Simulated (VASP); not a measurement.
## Ru: single point with PBE

Ru:

```
Ru
1.0
     2.72383    0.00000    0.00000
    -1.36192    2.35891    0.00000
     0.00000    0.00000    4.28573
Ru
2
Direct
  0.33333 0.66667 0.25000
  0.66667 0.33333 0.75000
```

* Program: VASP 6.6.1
* Task: single point
* Functional: PBE
* Potentials or basis: VASP PAW PBE potentials, release 64 (Ru_pv)
* Cutoff: 520 eV
* k mesh: 13 × 13 × 8
* Occupations: fermi-dirac, width 0.05 eV
* Spin: collinear spin, ferromagnetic start
* Starting moments: [1.0, 1.0] μB
* Dipole correction: no
* Further INCAR settings: ALGO = Normal; EDIFF = 1e-07; NBANDS = 25

```json
{
 "Pressure": "-0.1 GPa",
 "Band gap on the k mesh": "zero (filled and empty bands overlap)",
 "Net moment": "0.00 μB per cell",
 "Valence electrons inside the program's atomic spheres": "Ru 12.64"
}
```

Levels at points of the mesh, in eV from the Fermi level:
Spin up:
```csv
k point,band 11,band 12,band 13,band 14,band 15,band 16,band 17,band 18
"(0.00, 0.00, 0.00)",-2.36,-1.91,-1.91,-1.45,-1.45,1.11,1.11,1.30
"(0.00, 0.00, 0.50)",-2.77,-2.77,-2.68,-2.68,0.49,0.49,0.49,0.49
```
Spin down:
```
           k point  band 12  band 13  band 14  band 15  band 16  band 17
(0.00, 0.00, 0.00)    -1.91    -1.91    -1.45    -1.45     1.11     1.11
(0.00, 0.00, 0.50)    -2.77    -2.68    -2.68     0.49     0.49     0.49
```

Run time: 3 min on 1 thread of Intel Xeon 8259CL, on a shared host, peak memory 0.22 GiB.
